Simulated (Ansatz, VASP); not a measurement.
## Al2CdPb4: VASP beside Ansatz

```xyz
7
Lattice="3.8854 0.0000 0.0000 -1.9427 3.3649 0.0000 0.0000 0.0000 15.2626" Properties=species:S:1:pos:R:3 pbc="T T T"
Al    0.0000    0.0000    3.3288
Al    0.0000    0.0000   11.9338
Cd    0.0000    0.0000    7.6313
Pb    1.9427    1.1216    5.2792
Pb    0.0000    2.2433    9.9834
Pb    0.0000    2.2433   13.9254
Pb    1.9427    1.1216    1.3372
```

Change from the starting cell: species swapped into the Ta2AgS4 type (P-3m1, No. 164).

Alike in both runs: functional PBE; k mesh 5 × 5 × 1; occupations gaussian, width 0.2 eV; no spin polarisation.

Ansatz relaxed the structure, and its values are those at the end. VASP's run is a single point on that final structure, the one shown.

|  | VASP | Ansatz |
| --- | --- | --- |
| version | VASP 6.6.1 | Ansatz 0.2.0 |
| potentials or method | VASP PAW PBE potentials, release 64 (Al, Cd, Pb_d), cutoff 520 eV | scalar-relativistic, plane waves, PAW |
| valence electrons in the cell | 74 | 82 |

|  | VASP | Ansatz | Ansatz less VASP |
| --- | --- | --- | --- |
| gap on the k mesh at the Fermi level (eV) | none | none | - |
| pressure (GPa) | 0.0 | 0.0 | +0.02 |
| rms of the force components (eV/Å) | 0.008 | 0.006 | -0.0019 |

A gap of «none» marks a metal or a gap that the smearing closes. The functional is the same, so the differences come from potentials, cutoffs and numerics. VASP's potentials hold 74 valence electrons a cell and Ansatz's 82, so a difference there can come from the potentials and not from the codes.

The k mesh is coarse, so the values compare programs but aren't converged. Spin-orbit coupling is off throughout.
